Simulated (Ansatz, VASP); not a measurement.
SrIn4O3: VASP beside Ansatz

```
CELL_PARAMETERS angstrom
-3.54520 3.54520 3.54520
3.54520 -3.54520 3.54520
3.54520 3.54520 -3.54520
ATOMIC_POSITIONS crystal
Sr 0.00000 0.00000 0.00000
In 0.50000 0.50000 0.50000
In 0.00000 0.00000 0.50000
In 0.00000 0.50000 0.00000
In 0.50000 0.00000 0.00000
O 0.00000 0.50000 0.50000
O 0.50000 0.00000 0.50000
O 0.50000 0.50000 0.00000
```

Alike in both runs: task relaxation of cell and atoms; functional PBE; k mesh 4 × 4 × 4; occupations gaussian, width 0.1 eV; no spin polarisation.

|  | VASP | Ansatz |
| --- | --- | --- |
| version | VASP 6.6.1 | Ansatz 0.2.0 |
| potentials or method | VASP PAW PBE potentials, release 64 (Sr_sv, In_d, O), cutoff 600 eV | scalar-relativistic, plane waves, PAW |
| valence electrons in the cell | 80 | 80 |

|  | VASP | Ansatz | Ansatz less VASP |
| --- | --- | --- | --- |
| gap on the k mesh at the Fermi level, each at its own relaxed structure (eV) | none | none | - |
| relaxed volume (Å³/atom) | 20.38 | 20.54 | +0.164 |
| relaxed length of the cell vector where the two differ most in proportion (Å) | 5.961 | 5.977 | +0.0160 |

A gap of «none» marks a metal or a gap that the smearing closes.
